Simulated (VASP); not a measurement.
Here is a VASP 6.6.1 calculation.

The input INCAR:

```
SYSTEM = Si2Ni
ALGO = Normal
EDIFF = 1E-6
ENCUT = 520
GGA = PE
ISIF = 2
ISMEAR = 0
LASPH = .True.
LCHARG = .False.
LREAL = .False.
LWAVE = .False.
NBANDS = 16
NELM = 80
PREC = Accurate
SIGMA = 0.15
```

KPOINTS

```
k-points
0
Gamma
  16 16 16
  0 0 0
```

The input POSCAR:

```
Si2Ni
1.0
    0.0000000000      2.6757531746      2.7234129004
    2.7710726262      0.0000000000      2.7234129004
    2.7710726262      2.6757531746      0.0000000000
Si Ni
2 1
Direct
    0.2500000000      0.2500000000      0.2500000000
    0.7500000000      0.7500000000      0.7500000000
    0.0000000000      0.0000000000      0.0000000000
```

Potentials or basis: VASP PAW PBE potentials, release 64 (Si, Ni).

Run with:

```console
$ cat potpaw_PBE.64/Si/POTCAR potpaw_PBE.64/Ni/POTCAR > POTCAR
$ mpirun -np 1 vasp_std > vasp.out
```

Task: Predict the pressure.

Result: -0.2 GPa.

Task: Estimate the band gap on the k mesh.

Result: Zero (bands 9 and 10 overlap by 2.24 eV).

Stress tensor (GPa, compression positive):
```
-1.04  0.00  0.00
 0.00  0.70  0.00
 0.00  0.00 -0.19
```

Caveat: the cell differs from its parent crystal (strain +0.0175 x Voigt [1, -1, 0, 0, 0, 0]). Spin polarisation is off, so any magnetic state and its effect on volume and gap are missing.
